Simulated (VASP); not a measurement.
# GaP (R-3m) in VASP: single point with LDA

Aim: the single point of GaP with LDA.

Program: VASP 6.6.1. These are calculated values, not measurements. Logs are shortened: lines on timing, memory, paths and dates and some standing lists are left out, and cuts for length are marked.

**1. The cell of the first run**

The structure is trigonal, space group R-3m (No. 166). Conventional cell: a = 3.886 Å, b = 3.886 Å, c = 19.292 Å, α = 90.00°, β = 90.00°, γ = 120.00°. Within 3.2 Å of Ga (site symmetry 3m) lie 3 P at 2.40 Å and 1 Ga at 2.49 Å. Within 2.9 Å of P (site symmetry 3m) lie 1 P at 2.21 Å and 3 Ga at 2.40 Å.

**2. Single point, LDA**

INCAR

```
SYSTEM = GaP
PREC = Accurate ; ENCUT = 520
EDIFF = 1E-7 ; ISMEAR = 0
SIGMA = 0.1 ; LREAL = .False.
LASPH = .True. ; NELM = 60
ALGO = Normal ; ISIF = 2
LWAVE = .False. ; LCHARG = .False.
GGA = CA ; NBANDS = 26
```

KPOINTS

```
regular mesh
0
Gamma
  6 6 6
  0 0 0
```

POSCAR

```
GaP
1.0
    1.9430151755      1.1218003346      6.4308101003
   -1.9430151755      1.1218003346      6.4308101003
    0.0000000000     -2.2436006692      6.4308101003
Ga P
2 2
Direct
    0.4353720000      0.4353720000      0.4353720000
    0.5646280000      0.5646280000      0.5646280000
    0.0573890000      0.0573890000      0.0573890000
    0.9426110000      0.9426110000      0.9426110000
```

Potentials or basis: VASP PAW LDA potentials, release 64 (Ga_d, P).

Started as:

```sh
> cat potpaw_LDA.64/Ga_d/POTCAR potpaw_LDA.64/P/POTCAR > POTCAR
> mpirun -np 1 vasp_std > vasp.out
```

OUTCAR:

```text
SYSTEM = GaP
   PREC = Accurate
   ENCUT = 520
   EDIFF = 1E-7
   ISMEAR = 0
   LREAL = .False.
   LASPH = .True.
   NELM = 60
   ISIF = 2
   GGA = CA

 ion  position               nearest neighbor table
   1  0.435  0.435  0.435-   3 2.40   3 2.40   3 2.40   2 2.49
   2  0.565  0.565  0.565-   4 2.40   4 2.40   4 2.40   1 2.49
   3  0.057  0.057  0.057-   4 2.21   1 2.40   1 2.40   1 2.40
   4  0.943  0.943  0.943-   3 2.21   2 2.40   2 2.40   2 2.40

  LATTYP: Found a trigonal (rhomboedric) cell.
 ALAT       =     6.8109516596
 COS(alpha) =     0.8372328403

  Lattice vectors:

 A1 = (   1.9430151755,   1.1218003346,   6.4308101003)
 A2 = (  -1.9430151755,   1.1218003346,   6.4308101003)
 A3 = (   0.0000000000,  -2.2436006692,   6.4308101003)

Analysis of symmetry for initial positions (statically):
=====================================================================
 Subroutine PRICEL returns:
 Original cell was already a primitive cell.

 Routine SETGRP: Setting up the symmetry group for a
 trigonal (rhombohedral) supercell.

 Subroutine GETGRP returns: Found 12 space group operations
 (whereof 12 operations were pure point group operations)
 out of a pool of 12 trial point group operations.

The static configuration has the point symmetry D_3d.

Analysis of symmetry for dynamics (positions and initial velocities):
=====================================================================
 Subroutine PRICEL returns:
 Original cell was already a primitive cell.

 Routine SETGRP: Setting up the symmetry group for a
 trigonal (rhombohedral) supercell.

 Subroutine GETGRP returns: Found 12 space group operations
 (whereof 12 operations were pure point group operations)
 out of a pool of 12 trial point group operations.

The dynamic configuration has the point symmetry D_3d.

 Subroutine INISYM returns: Found 12 space group operations
 (whereof 12 operations are pure point group operations),
 and found     1 'primitive' translations

----------------------------------------------------------------------------------------

                                     Primitive cell

  volume of cell :      84.1025

  direct lattice vectors                    reciprocal lattice vectors
     1.943015176  1.121800335  6.430810100     0.257332010  0.148570705  0.051833801
    -1.943015176  1.121800335  6.430810100    -0.257332010  0.148570705  0.051833801
     0.000000000 -2.243600669  6.430810100     0.000000000 -0.297141410  0.051833801

  length of vectors
     6.810951660  6.810951660  6.810951660     0.301628514  0.301628514  0.301628514

  position of ions in fractional coordinates (direct lattice)
     0.435372000  0.435372000  0.435372000
     0.564628000  0.564628000  0.564628000
     0.057389000  0.057389000  0.057389000
     0.942611000  0.942611000  0.942611000

  ion indices of the primitive-cell ions
   primitive index   ion index
                 1           1
                 2           2
                 3           3
                 4           4

----------------------------------------------------------------------------------------

 KPOINTS: regular mesh

Automatic generation of k-mesh.
 Grid dimensions read from file:
 generate k-points for:    6    6    6

 Generating k-lattice:

  Cartesian coordinates                     Fractional coordinates (reciprocal lattice)
     0.042888668  0.024761784  0.008638967     0.166666667 -0.000000000  0.000000000
    -0.042888668  0.024761784  0.008638967    -0.000000000  0.166666667  0.000000000
     0.000000000 -0.049523568  0.008638967     0.000000000  0.000000000  0.166666667

  Length of vectors
     0.050271419  0.050271419  0.050271419

  Shift w.r.t. Gamma in fractional coordinates (k-lattice)
     0.000000000  0.000000000  0.000000000

 Subroutine IBZKPT returns following result:
 ===========================================

 Found     32 irreducible k-points:

 Following reciprocal coordinates:
            Coordinates               Weight
  0.000000  0.000000  0.000000      1.000000
  0.166667  0.000000  0.000000      6.000000
  0.333333 -0.000000 -0.000000      6.000000
  0.500000  0.000000 -0.000000      3.000000
  0.166667  0.166667 -0.000000      6.000000
  0.333333  0.166667 -0.000000     12.000000
[... 16 lines left out ...]
  0.500000  0.500000  0.166667      6.000000
 -0.333333  0.500000  0.166667     12.000000
 [... further k-points ...]
   k-points           NKPTS =     32   k-points in BZ     NKDIM =     32   number of bands    NBANDS=     26
   number of dos      NEDOS =    301   number of ions     NIONS =      4
   total plane-waves  NPLWV = 157464
   dimension x,y,z NGX =    54 NGY =   54 NGZ =   54
   dimension x,y,z NGXF=   108 NGYF=  108 NGZF=  108
   ions per type =               2   2
   NGX,Y,Z   is equivalent  to a cutoff of  13.18, 13.18, 13.18 a.u.
   NGXF,Y,Z  is equivalent  to a cutoff of  26.36, 26.36, 26.36 a.u.
 SYSTEM =  GaP
   PREC   = accura    normal or accurate (medium, high low for compatibility)
   ISTART =      0    job   : 0-new  1-cont  2-samecut
   ICHARG =      2    charge: 1-file 2-atom 10-const
   ISPIN  =      1    spin polarized calculation?
   LNONCOLLINEAR =      F non collinear calculations
   LSORBIT =      F    spin-orbit coupling
   LASPH  =      T    aspherical Exc in radial PAW
   ENCUT  =  520.0 eV  38.22 Ry    6.18 a.u.  12.66 12.66 12.66*2*pi/ulx,y,z
   NELM   =     60;   NELMIN=  2; NELMDL= -5     # of ELM steps
   EDIFF  = 0.1E-06   stopping-criterion for ELM
   LREAL  =      F    real-space projection
   EDIFFG = 0.1E-05   stopping-criterion for IOM
   NSW    =      0    number of steps for IOM
   IBRION =     -1    ionic relax: 0-MD 1-quasi-New 2-CG
   NFREE  =      0    steps in history (QN), initial steepest desc. (CG)
   ISIF   =      2    stress and relaxation
   ISYM   =      2    0-nonsym 1-usesym 2-fastsym
   POTIM  = 0.5000    time-step for ionic-motion
   TEBEG  =    0.0;   TEEND  =   0.0 temperature during run
   PSTRESS=    0.0 pullay stress
   NELECT =      36.0000    total number of electrons
   NUPDOWN=      -1.0000    fix difference up-down
   EMIN   =  10.00;   EMAX   =-10.00  energy-range for DOS
   EFERMI =   0.00;   METHOD = LEGACY
   ISMEAR =     0;   SIGMA  =   0.10  broadening in eV -4-tet -1-fermi 0-gaus
   EFERMI_NEDOS =   21; number of points for ismear=-14 and -15
   IALGO  =     38    algorithm
   IMIX   =      4    mixing-type and parameters
     AMIX     =   0.40;   BMIX     =  1.00
     AMIX_MAG =   1.60;   BMIX_MAG =  1.00
  volume/ion in A,a.u.               =      21.03       141.89
  Fermi-wavevector in a.u.,A,eV,Ry     =   1.233785  2.331515 20.711129  1.522225
  Thomas-Fermi vector in A             =   2.368501
   LORBIT       =      0    0 simple, 1 ext, 2 COOP (PROOUT), +10 PAW based schemes
   GGA     = CA    functional components
   LHFCALC =     F    Hartree Fock is set to
   AEXX    =    0.0000 exact exchange contribution
   IVDW    =     0    specifies the selected vdW correction
   LEPSILON=     F    determine dielectric tensor
   LRPA    =     F    only Hartree local field effects (RPA)
 non-spin polarized calculation
 Gauss-broadening in eV      SIGMA  =   0.10
  energy-cutoff  :      520.00
  volume of cell :       84.10
 maximum number of plane-waves:      2282
 NGX is ok and might be reduce to    54
   NGX = 25   NGY = 25   NGZ = 25

 number of electron      36.0000008 magnetization

 Free energy of the ion-electron system (eV)
  ---------------------------------------------------
  ext. energy  EPLUGINS =         0.00000000
  ---------------------------------------------------
  free energy    TOTEN  =       -20.30383790 eV

  energy without entropy =      -20.30383790  energy(sigma->0) =      -20.30383790

 E-fermi :   4.8176     XC(G=0):  -9.9939

 val. band max:        4.4611964142   @ k =   0.0000   0.0000   0.0000
 cond. band min:       5.1794432018   @ k =   0.5000   0.5000   0.0000
 fundamental gap:      0.7182467876
 Fermi energy:         4.8175706301

 k-point     1 :       0.0000    0.0000    0.0000
  band No.  band energies     occupation
      1     -10.4486      2.00000
      2     -10.3229      2.00000
      3     -10.3229      2.00000
      4     -10.3091      2.00000
      5     -10.3091      2.00000
      6     -10.2585      2.00000
[... 18 lines left out ...]
     25       8.7799      0.00000
     26      12.3541      0.00000

 k-point     2 :       0.1667    0.0000    0.0000
  band No.  band energies     occupation
      1     -10.4430      2.00000
      2     -10.3507      2.00000
      3     -10.3227      2.00000
      4     -10.3201      2.00000
      5     -10.2983      2.00000
      6     -10.2630      2.00000
[... 18 lines left out ...]
     25       9.6726      0.00000
     26      12.0234      0.00000

 k-point     3 :       0.3333   -0.0000   -0.0000
  band No.  band energies     occupation
      1     -10.4337      2.00000
      2     -10.3980      2.00000
      3     -10.3438      2.00000
      4     -10.3169      2.00000
      5     -10.2768      2.00000
      6     -10.2730      2.00000
[... 18 lines left out ...]
     25      11.1851      0.00000
     26      11.4064      0.00000

 k-point     4 :       0.5000    0.0000   -0.0000
  band No.  band energies     occupation
      1     -10.4261      2.00000
      2     -10.4232      2.00000
      3     -10.3515      2.00000
      4     -10.3161      2.00000
      5     -10.2783      2.00000
      6     -10.2661      2.00000
[... 18 lines left out ...]
     25      10.7654      0.00000
     26      11.0663      0.00000
[... 496 lines left out ...]
      1     -10.4284      2.00000
      2     -10.4010      2.00000
      3     -10.3599      2.00000
      4     -10.3163      2.00000
      5     -10.2875      2.00000
      6     -10.2589      2.00000
[... 18 lines left out ...]
     25      11.4841      0.00000
     26      11.9349      0.00000

 k-point    23 :       0.5000    0.5000    0.1667
  band No.  band energies     occupation
      1     -10.4312      2.00000
      2     -10.3793      2.00000
      3     -10.3569      2.00000
      4     -10.3205      2.00000
      5     -10.2765      2.00000
      6     -10.2736      2.00000
[... 18 lines left out ...]
     25      12.0088      0.00000
     26      12.4902      0.00000

 k-point    24 :      -0.3333    0.5000    0.1667
  band No.  band energies     occupation
      1     -10.4229      2.00000
      2     -10.3989      2.00000
      3     -10.3643      2.00000
      4     -10.3167      2.00000
      5     -10.2881      2.00000
      6     -10.2590      2.00000
[... 18 lines left out ...]
     25      12.0923      0.00000
     26      12.1968      0.00000

 [... further k-points ...]

------------------------ aborting loop because EDIFF is reached ----------------------------------------

  FORCE on cell =-STRESS in cart. coord.  units (eV):
  Direction    XX          YY          ZZ          XY          YZ          ZX
  --------------------------------------------------------------------------------------
  -------------------------------------------------------------------------------------
  Total       -2.4881990     -2.4881990     -2.4530545     -0.0000000     -0.0000000      0.0000000
  in kB      -47.4009451    -47.4009451    -46.7314313     -0.0000000     -0.0000000      0.0000000
  external PRESSURE =     -47.1777739 kB  Pullay stress =       0.0000000 kB

 VOLUME and BASIS-vectors are now :
 -----------------------------------------------------------------------------
  energy-cutoff  :      520.00
  volume of cell :       84.10
      direct lattice vectors                 reciprocal lattice vectors
     1.943015176  1.121800335  6.430810100     0.257332010  0.148570705  0.051833801
    -1.943015176  1.121800335  6.430810100    -0.257332010  0.148570705  0.051833801
     0.000000000 -2.243600669  6.430810100     0.000000000 -0.297141410  0.051833801

 POSITION                                       TOTAL-FORCE (eV/Angst)
 -----------------------------------------------------------------------------------
      0.00000      0.00000      8.39938         0.000000      0.000000      0.045352
      0.00000      0.00000     10.89305         0.000000     -0.000000     -0.045352
      0.00000      0.00000      1.10717         0.000000      0.000000      0.093506
      0.00000      0.00000     18.18526         0.000000     -0.000000     -0.093506
 -----------------------------------------------------------------------------------
    total drift:                                0.000000      0.000000      0.000000

  FREE ENERGIE OF THE ION-ELECTRON SYSTEM (eV)
  ---------------------------------------------------
  free  energy   TOTEN  =       -20.3038379019 eV

  energy  without entropy=      -20.3038378987  energy(sigma->0) =      -20.30383790
```

It took 5.7 min on 1 thread of Intel Xeon 8259CL, shared host; peak memory 0.32 GiB.

Results:

| Item | Value |
| --- | --- |
| Free energy | -20.3038 eV |
| Pressure | -4.7 GPa |
| Largest force | 0.094 eV/Å |
| Band gap on the k mesh | 0.72 eV (least direct gap 0.97 eV) |

Forces in eV/Å, atoms in the order of the input:
```
Ga   0.000  0.000  0.045
Ga   0.000  0.000 -0.045
P    0.000  0.000  0.094
P    0.000  0.000 -0.094
```

Levels at points of the mesh, in eV from the valence-band top:
| k point | band 16 | band 17 | band 18 | band 19 | band 20 | band 21 |
| --- | --- | --- | --- | --- | --- | --- |
| (0.00, 0.00, 0.00) | -0.28 | 0.00 | 0.00 | 0.97 | 1.33 | 2.68 |
| (0.50, 0.00, 0.00) | -2.83 | -2.72 | -1.75 | 1.50 | 2.60 | 3.53 |
| (0.50, 0.50, 0.00) | -3.10 | -1.21 | -0.52 | 0.72 | 1.36 | 1.38 |
| (0.50, 0.50, 0.50) | -1.70 | -0.26 | -0.26 | 0.97 | 2.23 | 3.78 |

Caveat: the cell stands under tension. A k mesh can miss the band edges.
